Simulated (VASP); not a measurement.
# Cd2HgSe3 (C2) in VASP: a series of runs

Runs on Cd2HgSe3. Level: PBE. Tasks: single point.

Program: VASP 6.6.1. These are calculated values, not measurements. Logs are shortened: lines on timing, memory, paths and dates and some standing lists are left out, and cuts for length are marked.

## (1) The cell of the first run

Symmetry: C2, No. 5, monoclinic system. The conventional cell has a = 7.178 Å, b = 4.096 Å, c = 9.789 Å, α = 90.00°, β = 93.52°, γ = 90.00°. Cd (site symmetry 1) has 6 Se at 2.62 to 3.36 Å within 3.5 Å. Hg (site symmetry 2) has 6 Se at 2.54 to 3.29 Å within 3.4 Å. Within 3.4 Å of Se (site symmetry 1) lie 3 Hg at 2.54 to 3.29 Å and 3 Cd at 2.63 to 3.23 Å. Se (site symmetry 2) has 6 Cd at 2.62 to 3.36 Å within 3.5 Å.

## (2) Single point, PBE (23.94 Å³/atom)

File INCAR:

```
SYSTEM = Cd2HgSe3
PREC = Accurate
ENCUT = 520
EDIFF = 1E-6
ISMEAR = 0
SIGMA = 0.02
LREAL = .False.
LASPH = .True.
NELM = 80
ALGO = Normal
ISIF = 2
LWAVE = .False.
LCHARG = .False.
GGA = PE
NBANDS = 36
```

File KPOINTS:

```
regular mesh
0
Gamma
  8 8 4
  0 0 0
```

File POSCAR:

```
Cd2HgSe3
1.0
    3.5882119089     -2.0479042179      0.0652614660
    3.5882119089      2.0479042179      0.0652614660
   -0.7794234806      0.0000000000      9.7577693986
Cd Hg Se
2 1 3
Direct
    0.3697426009     -0.0052961870      0.3340019282
    1.0052961870      0.6302573991      0.6659980718
    0.6590498956      0.3409501044      0.0000000000
    0.4294940909      0.0192710658      0.8257267872
    0.5556882915      0.4443117085      0.5000000000
    0.9807289342      0.5705059091      0.1742732128
```

Potentials or basis: VASP PAW PBE potentials, release 64 (Cd, Hg, Se).

The run is started by

```
cat potpaw_PBE.64/Cd/POTCAR potpaw_PBE.64/Hg/POTCAR potpaw_PBE.64/Se/POTCAR > POTCAR
mpirun -np 1 vasp_std > vasp.out
```

OUTCAR:

```text
SYSTEM = Cd2HgSe3
   PREC = Accurate
   ENCUT = 520
   EDIFF = 1E-6
   ISMEAR = 0
   LREAL = .False.
   LASPH = .True.
   NELM = 80
   ISIF = 2
   GGA = PE

 ion  position               nearest neighbor table
   1  0.370  0.995  0.334-   5 2.62   6 2.63   6 2.74   5 2.77   6 3.23
   2  0.005  0.630  0.666-   5 2.62   4 2.63   4 2.74   5 2.77   4 3.23
   3  0.659  0.341  0.000-   4 2.54   6 2.54   4 3.05   6 3.05   6 3.29   4 3.29
   4  0.429  0.019  0.826-   3 2.54   2 2.63   2 2.74   3 3.05   2 3.23   3 3.29
   5  0.556  0.444  0.500-   1 2.62   2 2.62   2 2.77   1 2.77
   6  0.981  0.571  0.174-   3 2.54   1 2.63   1 2.74   3 3.05   1 3.23   3 3.29

  LATTYP: Found a base centered monoclinic cell.
 ALAT       =     7.1776106782
 B/A-ratio  =     0.5706367508
 C/A-ratio  =     1.3638032810
 COS(beta)  =    -0.0614834461

  Lattice vectors:

 A1 = (   3.5882119089,  -2.0479042179,   0.0652614660)
 A2 = (   3.5882119089,   2.0479042179,   0.0652614660)
 A3 = (  -0.7794234806,   0.0000000000,   9.7577693986)

Analysis of symmetry for initial positions (statically):
=====================================================================
 Subroutine PRICEL returns:
 Original cell was already a primitive cell.

 Routine SETGRP: Setting up the symmetry group for a
 base centered monoclinic supercell.

 Subroutine GETGRP returns: Found  2 space group operations
 (whereof  2 operations were pure point group operations)
 out of a pool of  4 trial point group operations.

The static configuration has the point symmetry C_2 .

Analysis of symmetry for dynamics (positions and initial velocities):
=====================================================================
 Subroutine PRICEL returns:
 Original cell was already a primitive cell.

 Routine SETGRP: Setting up the symmetry group for a
 base centered monoclinic supercell.

 Subroutine GETGRP returns: Found  2 space group operations
 (whereof  2 operations were pure point group operations)
 out of a pool of  4 trial point group operations.

The dynamic configuration has the point symmetry C_2 .

 Subroutine INISYM returns: Found  2 space group operations
 (whereof  2 operations are pure point group operations),
 and found     1 'primitive' translations

----------------------------------------------------------------------------------------

                                     Primitive cell

  volume of cell :     143.6147

  direct lattice vectors                    reciprocal lattice vectors
     3.588211909 -2.047904218  0.065261466     0.139143025 -0.244152044  0.011114358
     3.588211909  2.047904218  0.065261466     0.139143025  0.244152044  0.011114358
    -0.779423481  0.000000000  9.757769399    -0.001861220  0.000000000  0.102333769

  length of vectors
     4.132001385  4.132001385  9.788848993     0.281237499  0.281237499  0.102350693

  position of ions in fractional coordinates (direct lattice)
     0.369742601  0.994703813  0.334001928
     0.005296187  0.630257399  0.665998072
     0.659049896  0.340950104  0.000000000
     0.429494091  0.019271066  0.825726787
     0.555688291  0.444311709  0.500000000
     0.980728934  0.570505909  0.174273213

  ion indices of the primitive-cell ions
   primitive index   ion index
                 1           1
                 2           2
                 3           3
                 4           4
                 5           5
                 6           6

----------------------------------------------------------------------------------------

 KPOINTS: regular mesh

Automatic generation of k-mesh.
 Grid dimensions read from file:
 generate k-points for:    8    8    4

 Generating k-lattice:

  Cartesian coordinates                     Fractional coordinates (reciprocal lattice)
     0.017392878 -0.030519005  0.001389295     0.125000000  0.000000000  0.000000000
     0.017392878  0.030519005  0.001389295     0.000000000  0.125000000  0.000000000
    -0.000465305  0.000000000  0.025583442     0.000000000  0.000000000  0.250000000

  Length of vectors
[... 56 lines left out ...]
  band No.  band energies     occupation
      1     -10.8056      2.00000
      2     -10.1559      2.00000
      3     -10.0519      2.00000
      4      -5.8217      2.00000
      5      -5.7022      2.00000
      6      -5.6917      2.00000
[... 28 lines left out ...]
     35       8.8304      0.00000
     36       9.6645      0.00000

 k-point     3 :       0.2500    0.0000    0.0000
  band No.  band energies     occupation
      1     -10.5838      2.00000
      2     -10.1019      2.00000
      3      -9.9604      2.00000
      4      -5.7997      2.00000
      5      -5.6994      2.00000
      6      -5.6315      2.00000
[... 28 lines left out ...]
     35       8.9070      0.00000
     36       9.3271      0.00000

 k-point     4 :       0.3750    0.0000    0.0000
  band No.  band energies     occupation
      1     -10.3355      2.00000
      2     -10.0501      2.00000
      3      -9.8679      2.00000
      4      -5.7615      2.00000
      5      -5.7125      2.00000
      6      -5.5945      2.00000
[... 28 lines left out ...]
     35       9.5654      0.00000
     36       9.8934      0.00000

 k-point     5 :       0.5000    0.0000    0.0000
  band No.  band energies     occupation
      1     -10.2268      2.00000
      2     -10.0194      2.00000
      3      -9.8355      2.00000
      4      -5.7530      2.00000
      5      -5.7037      2.00000
      6      -5.5975      2.00000
[... 655 lines left out ...]
 k-point    22 :       0.0000    0.0000    0.2500
  band No.  band energies     occupation
      1     -10.8382      2.00000
      2     -10.4086      2.00000
      3      -9.9018      2.00000
      4      -5.8428      2.00000
      5      -5.7105      2.00000
      6      -5.7054      2.00000
[... 28 lines left out ...]
     35       8.9025      0.00000
     36       9.5286      0.00000

 k-point    23 :       0.1250   -0.0000    0.2500
  band No.  band energies     occupation
      1     -10.7469      2.00000
      2     -10.3785      2.00000
      3      -9.8789      2.00000
      4      -5.8306      2.00000
      5      -5.7072      2.00000
      6      -5.6890      2.00000
[... 28 lines left out ...]
     35       9.0084      0.00000
     36       9.7275      0.00000

 k-point    24 :       0.2500    0.0000    0.2500
  band No.  band energies     occupation
      1     -10.5283      2.00000
      2     -10.2653      2.00000
      3      -9.8488      2.00000
      4      -5.7997      2.00000
      5      -5.7016      2.00000
      6      -5.6433      2.00000
[... 28 lines left out ...]
     35       8.9142      0.00000
     36       9.5192      0.00000

 [... further k-points ...]

------------------------ aborting loop because EDIFF is reached ----------------------------------------

  FORCE on cell =-STRESS in cart. coord.  units (eV):
  Direction    XX          YY          ZZ          XY          YZ          ZX
  --------------------------------------------------------------------------------------
  -------------------------------------------------------------------------------------
  Total        4.2780953      4.1982962      4.3015664      0.0000000      0.0000000      0.0693179
  in kB       47.7267966     46.8365511     47.9886422      0.0000000      0.0000000      0.7733165
  external PRESSURE =      47.5173300 kB  Pullay stress =       0.0000000 kB

 VOLUME and BASIS-vectors are now :
 -----------------------------------------------------------------------------
  energy-cutoff  :      520.00
  volume of cell :      143.61
      direct lattice vectors                 reciprocal lattice vectors
     3.588211909 -2.047904218  0.065261466     0.139143025 -0.244152044  0.011114358
     3.588211909  2.047904218  0.065261466     0.139143025  0.244152044  0.011114358
    -0.779423481  0.000000000  9.757769399    -0.001861220  0.000000000  0.102333769

 POSITION                                       TOTAL-FORCE (eV/Angst)
 -----------------------------------------------------------------------------------
      4.63559      1.27986      3.34816        -0.005985      0.004695     -0.000455
      1.76141      1.27986      6.54013         0.005985      0.004695      0.000455
      3.58821     -0.65144      0.06526        -0.000000      0.006557      0.000000
      0.96667     -0.84010      8.08654        -0.047115      0.004042     -0.015202
      3.19850     -0.22809      4.94415        -0.000000     -0.024031     -0.000000
      5.43033     -0.84010      1.80175         0.047115      0.004042      0.015202
 -----------------------------------------------------------------------------------
    total drift:                               -0.000000      0.000043      0.000000

  FREE ENERGIE OF THE ION-ELECTRON SYSTEM (eV)
  ---------------------------------------------------
  free  energy   TOTEN  =       -14.3542180916 eV

  energy  without entropy=      -14.3542180916  energy(sigma->0) =      -14.35421809
```

Wall time 4.5 min (1 thread of Intel Xeon Platinum 8488C (Sapphire Rapids), shared host); peak memory 0.53 GiB.

What came out:

```
Free energy            : -14.3542 eV
Pressure               : 4.8 GPa
Largest force          : 0.050 eV/Å
Band gap on the k mesh : 0.62 eV (least direct gap 0.81 eV)
```

Forces in eV/Å, atoms in the order of the input:
```
Cd  -0.006  0.005  0.000
Cd   0.006  0.005  0.000
Hg   0.000  0.007  0.000
Se  -0.047  0.004 -0.015
Se   0.000 -0.024  0.000
Se   0.047  0.004  0.015
```

Stress tensor (GPa, compression positive):
```
4.77 0.00 0.08
0.00 4.68 0.00
0.08 0.00 4.80
```

Caveat: the cell stands under pressure; spin-orbit coupling is left out, which moves the levels of the heavy elements. A k mesh can miss the band edges.

## (3) Single point, PBE (24.75 Å³/atom)

This run uses another cell than the first one, of 24.75 Å³/atom.

File INCAR:

```
PREC     = Accurate       # precision mode
ENCUT    = 520            # plane-wave cutoff, eV
EDIFF    = 1E-7           # SCF threshold, eV
ISMEAR   = 0              # smearing method
SIGMA    = 0.02           # smearing width, eV
LREAL    = False          # projectors in reciprocal space
LASPH    = True           # aspherical terms in the spheres
NELM     = 80             # most SCF steps
ALGO     = Normal         # electronic algorithm
ISIF     = 2              # what is computed and relaxed
LWAVE    = False          # write WAVECAR
LCHARG   = True           # write CHGCAR
GGA      = PE             # functional
LELF     = True           # ELF
LVHAR    = True         
NBANDS   = 36             # bands
```

File KPOINTS:

```
regular mesh
0
Gamma
  8 8 4
```

File POSCAR:

```
Cd2HgSe3
1.0
    3.6414683140     -2.0756138086      0.0542116885
    3.6414683140      2.0756138086      0.0542116885
   -0.8220290444      0.0000000000      9.8121248767
Cd Hg Se
2 1 3
Direct
    0.3860917133     -0.0005630125      0.3335678647
    1.0005630125      0.6139082867      0.6664321353
    0.6702902284      0.3297097716      0.0000000000
    0.4364690794      0.0213541519      0.8257720838
    0.5279401183      0.4720598817      0.5000000000
    0.9786458481      0.5635309206      0.1742279162
```

Potentials or basis: VASP PAW PBE potentials, release 64 (Cd, Hg, Se).

The run is started by

```
cat potpaw_PBE.64/Cd/POTCAR potpaw_PBE.64/Hg/POTCAR potpaw_PBE.64/Se/POTCAR > POTCAR
mpirun -np 1 vasp_std > vasp.out
```

Wall time 5 min (1 thread of Intel Xeon Platinum 8488C (Sapphire Rapids), shared host); peak memory 0.54 GiB.

Results (log left out):

```
Free energy            : -14.4735 eV
Pressure               : 3.5 GPa
Largest force          : 0.058 eV/Å
Band gap on the k mesh : 0.65 eV (least direct gap 0.81 eV)
```

Forces in eV/Å, atoms in the order of the input:
```
Cd  -0.003  0.002  0.002
Cd   0.003  0.002 -0.002
Hg   0.000  0.011  0.000
Se  -0.055  0.003 -0.020
Se   0.000 -0.023  0.000
Se   0.055  0.003  0.020
```

Stress tensor (GPa, compression positive):
```
3.58 0.00 0.10
0.00 3.47 0.00
0.10 0.00 3.59
```

Levels at points of the mesh, in eV from the valence-band top:
```
           k point  band 23  band 24  band 25  band 26  band 27  band 28  band 29  band 30  band 31  band 32
(0.00, 0.00, 0.00)    -0.79    -0.68    -0.37    -0.36    -0.17     0.65     2.85     3.03     4.95     5.56
(0.50, 0.00, 0.00)    -2.22    -1.88    -1.44    -1.06    -0.85     1.27     2.58     3.01     3.50     5.09
(0.50, 0.50, 0.00)    -2.08    -1.77    -1.49    -0.88    -0.62     0.97     2.57     3.05     3.89     5.09
(0.00, 0.00, 0.50)    -1.07    -0.69    -0.31    -0.22     0.00     1.87     1.98     2.92     4.87     5.74
(0.50, 0.00, 0.50)    -2.35    -1.71    -1.59    -0.88    -0.70     1.53     2.13     2.96     4.23     4.87
(0.50, 0.50, 0.50)    -2.36    -1.56    -1.49    -0.71    -0.67     1.55     1.85     3.39     4.19     5.40
```

Caveat: the cell stands under pressure; spin-orbit coupling is left out, which moves the levels of the heavy elements.

## (4) Single point, PBE

This run uses another cell than the first one, of 27.20 Å³/atom.

File INCAR:

```
PREC = Accurate
ENCUT = 520
EDIFF = 1E-6
ISMEAR = 0
SIGMA = 0.02
LREAL = F
LASPH = T
NELM = 100
ALGO = Normal
ISIF = 2
LWAVE = F
LCHARG = F
GGA = PE
NBANDS = 36
```

KPOINTS is that of step 3.

File POSCAR:

```
Cd2HgSe3
1.0
    3.8065731000     -2.1440049000      0.0000000000
    3.8065731000      2.1440049000      0.0000000000
   -1.0078031000      0.0000000000      9.9982993000
Cd Hg Se
2 1 3
Direct
    0.4089590000      0.0030780000      0.3358810000
    0.9969220000      0.5910410000      0.6641190000
    0.6863940000      0.3136060000      0.0000000000
    0.4541120000      0.0319650000      0.8213450000
    0.4855780000      0.5144220000      0.5000000000
    0.9680350000      0.5458880000      0.1786550000
```

The run is started by

```
cat potpaw_PBE.64/Cd/POTCAR potpaw_PBE.64/Hg/POTCAR potpaw_PBE.64/Se/POTCAR > POTCAR
mpirun -np 1 vasp_std > vasp.out
```

Wall time 5.2 min (1 thread of Intel Xeon Platinum 8488C (Sapphire Rapids), shared host); peak memory 0.56 GiB.

Results (log left out):

* Free energy: -14.6256 eV
* Pressure: 0.3 GPa
* Largest force: 0.058 eV/Å
* Band gap on the k mesh: 0.66 eV (least direct gap 0.77 eV)

Forces in eV/Å, atoms in the order of the input:
```
Cd   0.002  0.000 -0.005
Cd  -0.002  0.000  0.005
Hg   0.000  0.008  0.000
Se  -0.051  0.002 -0.027
Se   0.000 -0.012  0.000
Se   0.051  0.002  0.027
```

Stress tensor (GPa, compression positive):
```
0.28 0.00 0.11
0.00 0.18 0.00
0.11 0.00 0.33
```

Levels at points of the mesh, in eV from the valence-band top:
| k point | band 24 | band 25 | band 26 | band 27 | band 28 | band 29 | band 30 | band 31 |
| --- | --- | --- | --- | --- | --- | --- | --- | --- |
| (0.00, 0.00, 0.00) | -0.63 | -0.37 | -0.18 | -0.11 | 0.66 | 2.82 | 3.01 | 4.64 |
| (0.50, 0.00, 0.00) | -1.56 | -1.25 | -0.99 | -0.73 | 1.81 | 2.56 | 3.08 | 3.37 |
| (0.50, 0.50, 0.00) | -1.45 | -1.28 | -0.75 | -0.46 | 1.51 | 2.50 | 2.97 | 3.93 |
| (0.00, 0.00, 0.50) | -0.57 | -0.34 | -0.25 | 0.00 | 1.67 | 2.12 | 3.00 | 4.41 |
| (0.50, 0.00, 0.50) | -1.41 | -1.34 | -0.81 | -0.70 | 1.74 | 2.58 | 3.10 | 3.74 |
| (0.50, 0.50, 0.50) | -1.25 | -1.14 | -0.76 | -0.61 | 1.68 | 2.34 | 3.67 | 3.67 |

Caveat: spin-orbit coupling is left out, which moves the levels of the heavy elements.

## (5) Single point, PBE (28.02 Å³/atom)

This run uses another cell than the first one, of 28.02 Å³/atom.

File INCAR:

```
SYSTEM = Cd2HgSe3
PREC = Accurate
ENCUT = 520
EDIFF = 1E-7
ISMEAR = 0
SIGMA = 0.02
LREAL = .FALSE.
LASPH = .TRUE.
NELM = 100
ALGO = Normal
ISIF = 2
LWAVE = .FALSE.
LCHARG = .FALSE.
GGA = PE
NBANDS = 36
```

File KPOINTS:

```
Automatic mesh
0
G
  8 8 4
  0 0 0
```

File POSCAR:

```
Cd2HgSe3
1.0
    3.8563129692     -2.1644169847     -0.0251833616
    3.8563129692      2.1644169847     -0.0251833616
   -1.0871182144      0.0000000000     10.0766501968
Cd Hg Se
2 1 3
Direct
    0.4093768480      0.0015347086      0.3369843386
    0.9984652914      0.5906231520      0.6630156614
    0.6892649042      0.3107350958      0.0000000000
    0.4597101181      0.0363864211      0.8185603861
    0.4795692594      0.5204307406      0.5000000000
    0.9636135789      0.5402898819      0.1814396139
```

The run is started by

```
cat potpaw_PBE.64/Cd/POTCAR potpaw_PBE.64/Hg/POTCAR potpaw_PBE.64/Se/POTCAR > POTCAR
mpirun -np 1 vasp_std > vasp.out
```

Wall time 7.3 min (1 thread of Intel Xeon Platinum 8488C (Sapphire Rapids), shared host); peak memory 0.6 GiB.

It converged, with:

```yaml
Free_energy: -14.6177 eV
Pressure: -0.5 GPa
Largest_force: 0.051 eV/Å
Band_gap_on_the_k_mesh: 0.67 eV (least direct gap 0.75 eV)
```

Forces on the atoms (eV/Å):
```
Cd   0.001 -0.004 -0.003
Cd  -0.001 -0.004  0.003
Hg   0.000  0.006  0.000
Se  -0.045  0.007 -0.024
Se   0.000 -0.011  0.000
Se   0.045  0.007  0.024
```

Stress tensor (GPa, compression positive):
```
-0.51  0.00  0.09
 0.00 -0.60  0.00
 0.09  0.00 -0.45
```

Levels at points of the mesh, in eV from the valence-band top:
| k point | band 23 | band 24 | band 25 | band 26 | band 27 | band 28 | band 29 | band 30 | band 31 | band 32 |
| --- | --- | --- | --- | --- | --- | --- | --- | --- | --- | --- |
| (0.00, 0.00, 0.00) | -0.87 | -0.62 | -0.34 | -0.13 | -0.08 | 0.67 | 2.83 | 3.04 | 4.55 | 5.06 |
| (0.50, 0.00, 0.00) | -1.83 | -1.48 | -1.18 | -0.94 | -0.67 | 1.92 | 2.55 | 3.10 | 3.39 | 5.03 |
| (0.50, 0.50, 0.00) | -1.83 | -1.36 | -1.19 | -0.71 | -0.41 | 1.63 | 2.51 | 2.91 | 3.99 | 5.21 |
| (0.00, 0.00, 0.50) | -0.86 | -0.54 | -0.31 | -0.24 | 0.00 | 1.63 | 2.18 | 3.04 | 4.30 | 6.01 |
| (0.50, 0.00, 0.50) | -2.16 | -1.34 | -1.24 | -0.76 | -0.66 | 1.79 | 2.67 | 3.16 | 3.66 | 4.93 |
| (0.50, 0.50, 0.50) | -1.97 | -1.16 | -1.06 | -0.74 | -0.58 | 1.71 | 2.45 | 3.55 | 3.74 | 5.50 |

Caveat: spin-orbit coupling is left out, which moves the levels of the heavy elements.

## (6) Overview

| cell | gap on the mesh (eV) | pressure (GPa) | largest force (eV/Å) |
| --- | --- | --- | --- |
| a = 4.132, b = 4.132, c = 9.789 Å, angles 93.1, 93.1, 59.4°, 6 atoms, atomic positions A | 0.62 | 4.8 | 0.05 |
| a = 4.192, b = 4.192, c = 9.846 Å, angles 93.4, 93.4, 59.4°, 6 atoms, atomic positions B | 0.65 | 3.5 | 0.06 |
| a = 4.369, b = 4.369, c = 10.049 Å, angles 95.0, 95.0, 58.8°, 6 atoms, atomic positions C | 0.66 | 0.3 | 0.06 |
| a = 4.422, b = 4.422, c = 10.135 Å, angles 95.7, 95.7, 58.6°, 6 atoms, atomic positions D | 0.67 | -0.5 | 0.05 |

Alike in all rows: task single point; level PBE; potentials or basis VASP PAW PBE potentials, release 64 (Cd, Hg, Se); no spin polarisation; k mesh 8 × 8 × 4; cutoff (eV) 520; smearing gaussian 0.02 eV.

Caveats: spin-orbit coupling is left out, which moves the levels of the heavy elements; the cell stands under pressure (at least some runs).

Total energies depend on the potentials used, so only differences within one code and one set of settings carry meaning.
